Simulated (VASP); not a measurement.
Crystal: Sc3Al2.

```
Sc Al
1.0
     7.31977   -2.53564    0.00000
     7.31977    2.53564    0.00000
     0.00000    0.00000    4.66599
Sc Al
6 4
Direct
  0.83333 0.16667 0.25000
  0.43333 0.76667 0.25000
  0.23333 0.56667 0.25000
  0.16667 0.83333 0.75000
  0.76667 0.43333 0.75000
  0.56667 0.23333 0.75000
  0.03333 0.36667 0.25000
  0.63333 0.96667 0.25000
  0.36667 0.03333 0.75000
  0.96667 0.63333 0.75000
```

| Quantity | Value |
| --- | --- |
| Program | VASP 6.6.1 |
| Task | relaxation of cell and atoms |
| Functional | PBE |
| Potentials or basis | VASP PAW PBE potentials, release 64 (Sc_sv, Al) |
| Cutoff | 600 eV |
| k mesh | 4 × 4 × 4 |
| Occupations | gaussian, width 0.1 eV |
| Spin | no spin polarisation |

At the start: pressure 17.6 GPa; volume 17.32 Å³/atom.

Question: Where does the relaxation end?

Answer: Over 10 steps the energy falls by 200.5 meV/atom and the volume is 21.09 Å³/atom (+21.7 %); space group Cmcm (No. 63, to 0.1 Å) before and after.

The path:
```
step  energy change (eV)  largest force (eV/Å)  pressure (GPa)  volume (Å³)
   1              0.0000                0.9996           17.61       173.20
   2             -1.7065                0.3760           -3.94       225.43
   3             -1.8834                0.4920           -0.23       210.87
   4             -1.8832                0.4845           -0.47       211.67
   5             -1.9423                0.3389           -0.34       211.34
   6             -1.9810                0.1373           -0.02       210.73
   7             -1.9972                0.1064            0.01       210.52
   8             -2.0003                0.0855            0.05       210.37
   9             -2.0034                0.0449           -0.02       210.60
  10             -2.0046                0.0312           -0.09       210.86
```

Final structure:
```
Sc Al
1.0
     7.77168   -2.75398    0.00000
     7.77168    2.75398    0.00000
     0.00000    0.00000    4.92594
Sc Al
6 4
Direct
  0.82146 0.17854 0.25000
  0.42658 0.78702 0.25000
  0.21298 0.57342 0.25000
  0.17854 0.82146 0.75000
  0.78702 0.42658 0.75000
  0.57342 0.21298 0.75000
  0.03417 0.36566 0.25000
  0.63434 0.96583 0.25000
  0.36566 0.03417 0.75000
  0.96583 0.63434 0.75000
```

Caveat: the volume moved by over 15 % at a fixed basis, so the end points are rough.
